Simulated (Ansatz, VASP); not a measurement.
## SnO in VASP and in Ansatz

```
Sn O
1.0
     3.82016    0.00000    0.00000
     0.00000    3.82016    0.00000
     0.00000    0.00000   22.22608
Sn O
4 4
Direct
  0.75000 0.25000 0.20246
  0.25000 0.75000 0.30878
  0.50000 0.12500 0.49325
  0.00000 0.62500 0.59957
  0.25000 0.25000 0.25562
  0.75000 0.75000 0.25562
  0.00000 0.12500 0.54641
  0.50000 0.62500 0.54641
```

Alike in both runs: task single point; functional PBE; dispersion D3(BJ); k mesh 7 × 7 × 1; occupations gaussian, width 0.05 eV; no spin polarisation.

|  | VASP | Ansatz |
| --- | --- | --- |
| version | VASP 6.6.1 | Ansatz 0.2.0 |
| potentials or method | VASP PAW PBE potentials, release 64 (Sn_d, O), cutoff 520 eV | scalar-relativistic, plane waves, PAW |
| valence electrons in the cell | 80 | 80 |

|  | VASP | Ansatz | Ansatz less VASP |
| --- | --- | --- | --- |
| gap on the k mesh at the Fermi level (eV) | 2.53 | 2.57 | +0.043 |
| least direct gap on the mesh (eV) | 2.55 | 2.60 | +0.044 |
| rms of the force components (eV/Å) | 0.050 | 0.020 | -0.0305 |
